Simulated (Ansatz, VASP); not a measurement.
## Two plane-wave programs on Si4N

INCAR

```
SYSTEM = Si4N
PREC = Accurate
ENCUT = 600
EDIFF = 1E-6
ISMEAR = 0
SIGMA = 0.1
LREAL = .FALSE.
LASPH = .TRUE.
NELM = 60
ALGO = Normal
ISIF = 3
LWAVE = .FALSE.
LCHARG = .FALSE.
GGA = PE
IBRION = 2
NSW = 100
EDIFFG = -0.01
```

The input KPOINTS:

```
Automatic mesh
0
G
  10 10 10
  0 0 0
```

File POSCAR:

```
Si4N
1.0
    4.1130965200      0.0000000000      0.0000000000
    0.0000000000      4.1130965200      0.0000000000
    0.0000000000      0.0000000000      4.1130965200
Si N
4 1
Direct
    0.5000000000      0.0000000000      0.0000000000
    0.0000000000      0.5000000000      0.0000000000
    0.0000000000      0.0000000000      0.5000000000
    0.5000000000      0.5000000000      0.5000000000
    0.0000000000      0.0000000000      0.0000000000
```

Input for Ansatz:

```yaml
crystal:
  lattice:
    - [4.11309652, 0.0, 0.0]
    - [0.0, 4.11309652, 0.0]
    - [0.0, 0.0, 4.11309652]
  atoms:
    - { symbol: Si, position: [0.5, 0.0, 0.0] }
    - { symbol: Si, position: [0.0, 0.5, 0.0] }
    - { symbol: Si, position: [0.0, 0.0, 0.5] }
    - { symbol: Si, position: [0.5, 0.5, 0.5] }
    - { symbol: "N", position: [0.0, 0.0, 0.0] }
basis:
  ecutwfc: 420
kpoints:
  mp_grid: { grid: [10, 10, 10] }
hamiltonian:
  xc: pbe
scf:
  occupations: { method: gaussian, width: 0.1 }
output:
  forces: true
  stress: true
  eigenvalues: true
  write_density: true
  write_potential: true
  elf: true
  volumetric_format: npy
relax:
  adjacent_minimum: "off"
  f_tol: 0.01
  max_steps: 80
  cell: { stress_tol: 0.05 }
```

Change from the starting cell: species swapped into the Co4N type (Pm-3m, No. 221).

Alike in both runs: task relaxation of cell and atoms; functional PBE; k mesh 10 × 10 × 10; occupations gaussian, width 0.1 eV; no spin polarisation.

|  | VASP | Ansatz |
| --- | --- | --- |
| version | VASP 6.6.1 | Ansatz 0.2.0 |
| potentials or method | VASP PAW PBE potentials, release 64 (Si, N), cutoff 600 eV | scalar-relativistic, plane waves, PAW |
| valence electrons in the cell | 21 | 21 |

```csv
,VASP,Ansatz,Ansatz less VASP
"gap on the k mesh at the Fermi level, each at its own relaxed structure (eV)",none,none,-
relaxed volume (Å³/atom),13.18,13.18,0.000
relaxed cell length with the largest relative difference (Å),4.039,4.039,0.0000
```

A gap of «none» marks a metal or a gap that the smearing closes.
